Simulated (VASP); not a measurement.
Input of a VASP 6.6.1 run:

The input POSCAR:

```
Rh
1.0
    2.7035119571      0.0000000000      0.0000000000
   -1.3517559785      2.3413100343      0.0000000000
    0.0000000000      0.0000000000      4.3568814147
Rh
2
Direct
    0.3333333333      0.6666666667      0.2500000000
    0.6666666667      0.3333333333      0.7500000000
```

Contents of INCAR.step1:

```
ALGO = Normal ; EDIFF = 1E-5
ENCUT = 680 ; GGA = PE
GGA_COMPAT = F ; ISMEAR = -1
LASPH = T ; LCHARG = F
LREAL = F ; LWAVE = T
NBANDS = 24 ; NELM = 120
PREC = Accurate ; SIGMA = 0.1
```

INCAR.step2

```
ALGO = Normal ; EDIFF = 1E-6
ENCUT = 680 ; GGA_COMPAT = F
ISIF = 2 ; ISMEAR = -1
ISTART = 1 ; LASPH = T
LCHARG = F ; LMIXTAU = T
LREAL = F ; LWAVE = F
METAGGA = R2SCAN ; NBANDS = 24
NELM = 120 ; PREC = Accurate
SIGMA = 0.1
```

File KPOINTS:

```
k-points
0
Gamma
  13 13 7
```

Potentials or basis: VASP PAW PBE potentials, release 64 (Rh_sv_GW).

The run is started by

```sh
$ cat potpaw_PBE.64/Rh_sv_GW/POTCAR > POTCAR
$ cp INCAR.step1 INCAR
$ mpirun -np 1 vasp_std > vasp.out
$ cp INCAR.step2 INCAR
$ mpirun -np 1 vasp_std > vasp.out
```

Q: What does it give for the pressure?

A: 0.1 GPa.

Q: What does it give for the band gap on the k mesh?

A: Zero (bands 17 and 18 overlap by 2.38 eV).

Caveat: the PAW data sets were made with another functional, which shifts forces and pressure a little.
